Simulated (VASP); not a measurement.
**Al2Au: single point with LDA**

The system is Al2Au.

```
Al Au
1.0
     0.00000    3.03000    3.00000
     3.03000    0.00000    3.00000
     3.03000    3.03000    0.00000
Al Au
2 1
Cartesian
  1.5150 1.5150 1.5000
  4.5450 4.5450 4.5000
  0.0000 0.0000 0.0000
```

This cell differs from its parent crystal: equal xx and yy strain of +1 %.

```yaml
Program: VASP 6.6.1
Task: single point
Functional: LDA
Potentials_or_basis: VASP PAW LDA potentials, release 64 (Al, Au)
Cutoff: 520 eV
k_mesh: 11 × 11 × 11
Occupations: fermi-dirac, width 0.05 eV
Spin: no spin polarisation
Dipole_correction: no
Further_INCAR_settings: ALGO = Normal; EDIFF = 1e-06; NBANDS = 16
```

```yaml
Pressure: -4.4 GPa
```

Stress tensor (GPa, compression positive):
```
-4.57  0.00  0.00
 0.00 -4.57  0.00
 0.00  0.00 -4.05
```

Levels at points of the mesh, in eV from the Fermi level:
```
           k point  band 5  band 6  band 7  band 8  band 9  band 10  band 11  band 12  band 13  band 14
(0.00, 0.00, 0.00)   -5.63   -5.60    1.93    2.88    2.88     2.95     3.70     3.83     3.83     5.51
```

Run time: 32 s on 1 thread of Intel(R) Xeon(R) Platinum 8488C (Sapphire Rapids) (shared host), peak memory 0.23 GiB.

Caveat: the cell differs from its parent crystal (equal xx and yy strain of +1 %); spin-orbit coupling is left out, which moves the levels of the heavy elements.
